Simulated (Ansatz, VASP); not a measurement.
**BN in VASP and in Ansatz**

INCAR

```
  PREC = Accurate
  ENCUT = 600
  EDIFF = 1E-6
  ISMEAR = 0
  SIGMA = 0.01
  LREAL = F
  LASPH = T
  NELM = 120
  ALGO = Normal
  ISIF = 2
  LWAVE = F
  LCHARG = F
  GGA = PE
  NBANDS = 16
  GGA_COMPAT = F
```

The input KPOINTS:

```
Automatic mesh
0
Gamma
  12 12 6
```

File POSCAR:

```
BN
1.0
    2.5775811609      0.0000000000      0.0000000000
   -1.2887905804      2.2322507616      0.0000000000
    0.0000000000      0.0000000000      4.2678483023
B N
2 2
Direct
    0.6666666667      0.3333333333      0.0000000000
    0.3333333333      0.6666666667      0.5000000000
    0.6666666667      0.3333333333      0.3750000000
    0.3333333333      0.6666666667      0.8750000000
```

Input for Ansatz:

```yaml
crystal:
  lattice:
    - [2.5775811608824686, 0.0, 0.0]
    - [-1.2887905804412343, 2.232250761577524, 0.0]
    - [0.0, 0.0, 4.26784830226557]
  atoms:
    - { symbol: B, position: [0.6666666666666666, 0.3333333333333333, 0.0] }
    - { symbol: B, position: [0.3333333333333333, 0.6666666666666666, 0.5] }
    - { symbol: "N", position: [0.6666666666666666, 0.3333333333333333, 0.375] }
    - { symbol: "N", position: [0.3333333333333333, 0.6666666666666666, 0.875] }
basis:
  ecutwfc: 500.0
kpoints:
  mp_grid:
    grid: [12, 12, 6]
scf:
  occupations:
    method: fixed
output:
  stress: true
```

Alike in both runs: task single point; functional PBE; k mesh 12 × 12 × 6; no spin polarisation.

|  | VASP | Ansatz |
| --- | --- | --- |
| version | VASP 6.6.1 | Ansatz 0.2.0 |
| potentials or method | VASP PAW PBE potentials, release 64 (B, N), cutoff 600 eV | plane waves, PAW |
| occupations | gaussian, width 0.01 eV | fixed |
| valence electrons in the cell | 16 | 16 |

```csv
,VASP,Ansatz,Ansatz less VASP
pressure (GPa),-10.0,-9.9,+0.12
"traceless stress, the component that is largest in VASP (GPa)",-0.79,-0.78,+0.016
```
